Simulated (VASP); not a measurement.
Runs of VASP 6.6.1 on WS2. Symmetry: R3m, No. 160, trigonal system. The conventional cell has a = 3.158 Å, b = 3.158 Å, c = 18.490 Å, α = 90.00°, β = 90.00°, γ = 120.00°. Within 3.2 Å of W (site symmetry 3m) lie 6 S at 2.39 to 2.42 Å and 6 W at 3.16 Å. S (site symmetry 3m) has 3 W at 2.39 Å and 7 S at 3.13 to 3.16 Å within 3.2 Å. S (site symmetry 3m) has 3 W at 2.42 Å and 7 S at 3.13 to 3.16 Å within 3.2 Å. 

| k mesh | gap on the mesh (eV) | pressure (GPa) | largest force (eV/Å) |
| --- | --- | --- | --- |
| 10 × 10 × 10 | 1.03 | -0.5 | 0.60 |
| 8 × 8 × 8 | 1.14 | -0.5 | 0.60 |
| 3 × 3 × 3 | (b) | (c) | 0.60 |
| 7 × 7 × 7 | 1.11 | -0.5 | 0.60 |
| 5 × 5 × 5 | 1.08 | -0.5 | 0.60 |
| 4 × 4 × 4 | (a) | -0.9 | 0.59 |

Alike in all rows: task single point; level PBEsol; potentials or basis VASP PAW PBE potentials, release 64 (W_sv, S); no spin polarisation; cell as given; cutoff (eV) 520; smearing fermi-dirac 0.05 eV.

Task: Estimate the missing entries.

Result: (a) 1.34; (b) 1.41; (c) -0.3.

Caveats: some runs use coarse meshes; the PAW data sets were made with another functional, which shifts forces and pressure a little; spin-orbit coupling is left out, which moves the levels of the heavy elements; an odd mesh through Γ misses points on the zone boundary, where band edges can lie (at least some runs).

A k mesh can miss the band edges, and the runs leave out spin-orbit coupling on W.
